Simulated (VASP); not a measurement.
Wanted: the native input for a VASP 6.6.1 run.

- Task: single point
- Functional: PBE
- Potentials or basis: VASP PAW PBE potentials, release 64 (Si, C)
- Cutoff: 520 eV
- k mesh: 12 × 12 × 6
- Occupations: gaussian, width 0.05 eV
- Spin: no spin polarisation
- Dipole correction: no
- Further INCAR settings: ALGO = Normal; EDIFF = 1e-06; NBANDS = 16

The structure of SiC lies in POSCAR:

```
SiC
1.0
    3.0919867344      0.0000000000      0.0000000000
   -1.5459933672      2.6777390602      0.0000000000
    0.0000000000      0.0000000000      5.0737646004
Si C
2 2
Direct
    0.4213771982      0.7106885991      0.0209566484
    0.7547105315      0.3773552657      0.5209566484
    0.3333333333      0.6666666667      0.3804363282
    0.6666666667      0.3333333333      0.8804363282
```

This cell differs from its parent crystal: all Si atoms moved -0.250 Å, as atom 1 towards its neighbour atom 4 (C) at 1.893 Å.

The input as run:

INCAR

```
PREC     = Accurate       # precision mode
ENCUT    = 520            # plane-wave cutoff, eV
EDIFF    = 1E-6           # SCF threshold, eV
ISMEAR   = 0              # smearing method
SIGMA    = 0.05           # smearing width, eV
LREAL    = False          # projectors in reciprocal space
LASPH    = True           # aspherical terms in the spheres
NELM     = 80             # most SCF steps
ALGO     = Normal         # electronic algorithm
ISIF     = 2              # what is computed and relaxed
LWAVE    = False          # write WAVECAR
LCHARG   = True           # write CHGCAR
GGA      = PE             # functional
LELF     = True           # ELF
LVHAR    = True         
NBANDS   = 16             # bands
```

KPOINTS

```
regular mesh
0
Gamma
  12 12 6
```

Potentials or basis: VASP PAW PBE potentials, release 64 (Si, C).

Run with:

```sh
$ cat potpaw_PBE.64/Si/POTCAR potpaw_PBE.64/C/POTCAR > POTCAR
$ mpirun -np 1 vasp_std > vasp.out
```

It gave:

| Property | Result |
| --- | --- |
| Pressure | 6.0 GPa |
| Largest force | 5.110 eV/Å |
| Band gap on the k mesh | 1.09 eV, indirect (least direct gap 3.30 eV) |

Caveat: the cell differs from its parent crystal (all Si atoms moved -0.250 Å, as atom 1 towards its neighbour atom 4 (C) at 1.893 Å); forces of over 1 eV/Å act on the atoms, so gaps and moduli don't describe the material at rest.

It took 4.5 min on 1 thread of AMD EPYC 7R13, on a shared host, peak memory 0.23 GiB.
